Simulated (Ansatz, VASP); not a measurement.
One calculation of Zn, two programs

The input INCAR:

```
  ALGO = Fast
  EDIFF = 1E-6
  ENCUT = 520
  GGA = RP
  ISIF = 2
  ISMEAR = 0
  LASPH = True
  LCHARG = True
  LELF = True
  LREAL = False
  LVHAR = True
  LWAVE = False
  NBANDS = 12
  NELM = 100
  PREC = Accurate
  SIGMA = 0.1
```

Contents of KPOINTS:

```
k-points
0
Gamma
  12 12 12
```

Contents of POSCAR:

```
Zn
1.0
    2.7176518000      0.0000000000      0.0000000000
   -0.9058839331      2.5622266890      0.0000000000
   -0.9058839331     -1.2811133441      2.2189534032
Zn
1
Direct
    0.0000000000      0.0000000000      0.0000000000
```

Contents of input.yaml:

```yaml
crystal:
  lattice:
    - [2.7176518, 0.0, 0.0]
    - [-0.9058839331, 2.562226689, 0.0]
    - [-0.9058839331, -1.2811133441, 2.2189534032]
  atoms:
    - { symbol: Zn, position: [0.0, 0.0, 0.0] }
kpoints:
  mp_grid: { grid: [12, 12, 12] }
scf:
  occupations: { method: gaussian, width: 0.1 }
hamiltonian:
  xc: rpbe
  pseudopotentials: { kind: all_electron, lapw: { basis_error: 0.001 } }
output:
  forces: true
  stress: true
  eigenvalues: true
```

Alike in both runs: task single point; functional RPBE; k mesh 12 × 12 × 12; occupations gaussian, width 0.1 eV; no spin polarisation.

|  | VASP | Ansatz |
| --- | --- | --- |
| version | VASP 6.6.1 | Ansatz 0.2.0 |
| potentials or method | VASP PAW PBE potentials, release 64 (Zn), cutoff 520 eV | all-electron LAPW, scalar-relativistic |

VASP gave:

- gap on the k mesh at the Fermi level (eV): none
- pressure (GPa): 2.7

Which values does Ansatz return?

gap on the k mesh at the Fermi level (eV): none; pressure (GPa): 2.5.

VASP's potentials were made for PBE, not for RPBE. A gap of «none» marks a metal or a gap that the smearing closes. Ansatz ran all-electron here, and VASP with PAW potentials.
